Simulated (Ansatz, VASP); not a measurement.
BN: VASP beside Ansatz

Contents of INCAR:

```
PREC = Accurate
ENCUT = 520
EDIFF = 1E-6
ISMEAR = 0
SIGMA = 0.05
LREAL = False
LASPH = True
NELM = 60
ALGO = Normal
ISIF = 2
LWAVE = False
LCHARG = False
GGA = PS
NBANDS = 11
```

The input KPOINTS:

```
Automatic mesh
0
Gamma
  12 12 12
```

The input POSCAR:

```
BN
1.0
    0.0000000000      3.4953158300      2.1660912400
    1.2516321000      0.0000000000      2.1660912400
    1.2516321000      3.4953158300      0.0000000000
B N
1 1
Direct
    0.0462147570      0.0462147570      0.9537852430
    0.6666513400      0.6666513400      0.3333486600
```

Input for Ansatz:

```yaml
crystal:
  lattice:
    - [0.0, 3.49531583, 2.16609124]
    - [1.2516321, 0.0, 2.16609124]
    - [1.2516321, 3.49531583, 0.0]
  atoms:
    - { symbol: B, position: [0.046214757, 0.046214757, 0.953785243] }
    - { symbol: "N", position: [0.66665134, 0.66665134, 0.33334866] }
basis:
  ecutwfc: 420
kpoints:
  mp_grid: { grid: [12, 12, 12] }
hamiltonian:
  xc: pbesol
scf:
  occupations: { method: gaussian, width: 0.05 }
output:
  forces: true
  stress: true
  eigenvalues: true
```

Alike in both runs: task single point; functional PBEsol; k mesh 12 × 12 × 12; occupations gaussian, width 0.05 eV; no spin polarisation.

```csv
,VASP,Ansatz
version,VASP 6.6.1,Ansatz 0.2.0
potentials or method,"VASP PAW PBE potentials, release 64 (B, N), cutoff 520 eV","scalar-relativistic, plane waves, PAW"
valence electrons in the cell,8,8
```

```csv
,VASP,Ansatz,Ansatz less VASP
gap on the k mesh at the Fermi level (eV),3.06,3.07,+0.010
least direct gap on the mesh (eV),3.80,3.81,+0.003
pressure (GPa),12.2,12.1,-0.10
"traceless stress, the component that is largest in VASP (GPa)",25.45,25.15,-0.298
rms of the force components (eV/Å),3.323,3.327,+0.0041
```

VASP's potentials were made for PBE, not for PBEsol. Atom by atom the forces differ by 0.004 eV/Å (rms over components).
